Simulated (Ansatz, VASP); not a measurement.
## P: VASP beside Ansatz

INCAR

```
  ALGO = Normal
  EDIFF = 1E-8
  ENCUT = 400
  GGA = PS
  GGA_COMPAT = False
  ISIF = 2
  ISMEAR = -1
  LASPH = True
  LCHARG = False
  LEFG = True
  LREAL = False
  LWAVE = False
  NBANDS = 8
  NELM = 120
  PREC = Accurate
  SIGMA = 0.08
```

The input KPOINTS:

```
k-points
0
Gamma
  10 10 9
```

File POSCAR:

```
P
1.0
    4.2729048574      0.0213645243      0.0213645243
    0.0213645243      4.2729048574      0.0213645243
    0.0218900000      0.0218900000      4.3780000000
P
1
Direct
    0.0000000000      0.0000000000      0.0000000000
```

Input for Ansatz:

```yaml
crystal:
  lattice:
    - [4.2729048574, 0.0213645243, 0.0213645243]
    - [0.0213645243, 4.2729048574, 0.0213645243]
    - [0.02189, 0.02189, 4.378]
  atoms:
    - { symbol: P, position: [0.0, 0.0, 0.0] }
kpoints:
  mp_grid: { grid: [10, 10, 9] }
scf:
  occupations: { method: fermi_dirac, width: 0.08 }
hamiltonian:
  xc: pbesol
  pseudopotentials: { kind: all_electron, datasets: crystal }
output:
  forces: true
  stress: true
  eigenvalues: true
  efg: { contact_densities: true }
```

Change from the starting cell: equal xy, yz and zx shear strains of +1 %, crystal datasets.

Alike in both runs: task electric field gradients; functional PBEsol; k mesh 10 × 10 × 9; occupations fermi-dirac, width 0.08 eV; no spin polarisation.

|  | VASP | Ansatz |
| --- | --- | --- |
| version | VASP 6.6.1 | Ansatz 0.2.0 |
| potentials or method | VASP PAW PBE potentials, release 64 (P), cutoff 400 eV | all-electron PAW with datasets made for the crystal, scalar-relativistic |

```tsv
	VASP	Ansatz	Ansatz less VASP
pressure (GPa)	-3.8	-3.8	0.00
traceless stress, the component that is largest in VASP (GPa)	0.31	0.31	-0.001
size of Vzz on the site where it differs most (V/Å²)	0.8	0.8	-0.06
```

VASP's potentials were made for PBE, not for PBEsol. Ansatz ran all-electron here, and VASP with PAW potentials.
